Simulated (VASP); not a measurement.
Set up this calculation in VASP 6.6.1, as the native input.

```yaml
Task: single point
Functional: PBE
Potentials_or_basis: VASP PAW PBE potentials, release 64 (Cs_sv, Nb_sv, Cl)
Cutoff: 520 eV
k_mesh: 6 × 6 × 2
Occupations: gaussian, width 0.1 eV
Spin: no spin polarisation
Dipole_correction: no
Further_INCAR_settings: ALGO = Normal; EDIFF = 1e-06; NBANDS = 46
```

The structure of CsNbCl2 lies in POSCAR:

```
CsNbCl2
1.0
    7.9396573282      0.0000000045      0.0000000000
   -3.9698286679      6.8759449413      0.0000000000
    0.0000000000      0.0000000000     11.2907951399
Cs Nb Cl
2 2 4
Direct
    0.0000000000      0.0000000000      0.7713179086
    0.0000000000      0.0000000000      0.2286820914
    0.3333333333      0.6666666667      0.0000000000
    0.6666666667      0.3333333333      0.0000000000
    0.5000000000      0.0000000000      0.0000000000
    0.0000000000      0.5000000000      0.0000000000
    0.5000000000      0.5000000000      0.0000000000
    0.0000000000      0.0000000000      0.5000000000
```

The cell was generated, and may not be a known phase.

One way to write it, as run:

INCAR

```
  ALGO = Normal
  EDIFF = 1E-6
  ENCUT = 520
  GGA = PE
  ISIF = 2
  ISMEAR = 0
  LASPH = True
  LCHARG = False
  LREAL = False
  LWAVE = False
  NBANDS = 46
  NELM = 60
  PREC = Accurate
  SIGMA = 0.1
```

KPOINTS

```
k-points
0
Gamma
  6 6 2
```

Potentials or basis: VASP PAW PBE potentials, release 64 (Cs_sv, Nb_sv, Cl).

The run is started by

```console
$ cat potpaw_PBE.64/Cs_sv/POTCAR potpaw_PBE.64/Nb_sv/POTCAR potpaw_PBE.64/Cl/POTCAR > POTCAR
$ mpirun -np 1 vasp_std > vasp.out
```

It gave:

The pressure is 0.2 GPa. The largest force is 0.054 eV/Å. The band gap on the k mesh is zero (bands 36 and 37 overlap by 0.68 eV).

Caveat: spin-orbit coupling is left out, which moves the levels of the heavy elements.

Run time: 14 min on 1 thread of Oxide Virtual Turin-like Processor (shared host), peak memory 0.79 GiB.
